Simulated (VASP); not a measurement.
Input of a VASP 6.6.1 run:

File INCAR:

```
SYSTEM = Na2S
PREC = Accurate ; ENCUT = 500
EDIFF = 1E-7 ; ISMEAR = 0
SIGMA = 0.01 ; LREAL = .False.
LASPH = .True. ; NELM = 120
ALGO = Normal ; ISIF = 3
LWAVE = .False. ; LCHARG = .False.
GGA = PS ; IBRION = 2
NSW = 100 ; EDIFFG = -0.002
PSTRESS = 100.0 ; GGA_COMPAT = .False.
NELMIN = 4
```

The input KPOINTS:

```
Automatic mesh
0
Gamma
  6 6 6
  0 0 0
```

File POSCAR:

```
Na2S
1.0
    3.2506226757      3.2506226757      0.0000000000
   -3.2506226757      3.2506226757      0.0000000000
    0.0000000000      3.2506226757      3.2506226757
Na S
2 1
Direct
    0.2500000000      0.7500000000      0.5000000000
    0.7500000000      0.2500000000      0.5000000000
    0.0000000000      0.0000000000      0.0000000000
```

Potentials or basis: VASP PAW PBE potentials, release 64 (Na_pv, S).

Run with:

```bash
$ cat potpaw_PBE.64/Na_pv/POTCAR potpaw_PBE.64/S/POTCAR > POTCAR
$ mpirun -np 1 vasp_std > vasp.out
```

Predict the relaxed cell.

a = 4.285 Å, b = 4.285 Å, c = 4.285 Å, α = 60.00°, β = 60.00°, γ = 90.00°.

Predict the band gap on the k mesh.

3.18 eV.

Predict the space group after relaxing (to 0.1 Å).

Fm-3m (No. 225).

Final structure:
```cif
data_structure
_symmetry_space_group_name_H-M 'P 1'
_symmetry_Int_Tables_number 1
_cell_length_a 4.2853
_cell_length_b 4.2853
_cell_length_c 4.2853
_cell_angle_alpha 60.000
_cell_angle_beta 60.000
_cell_angle_gamma 90.000
_cell_volume 55.65
loop_
_atom_site_label
_atom_site_type_symbol
_atom_site_fract_x
_atom_site_fract_y
_atom_site_fract_z
_atom_site_occupancy
Na1 Na 0.25000 0.75000 0.50000 1
Na2 Na 0.75000 0.25000 0.50000 1
S1 S 0.00000 0.00000 0.00000 1
```

Caveat: the cell is relaxed towards a set pressure, so the run minimises the enthalpy, not the energy.
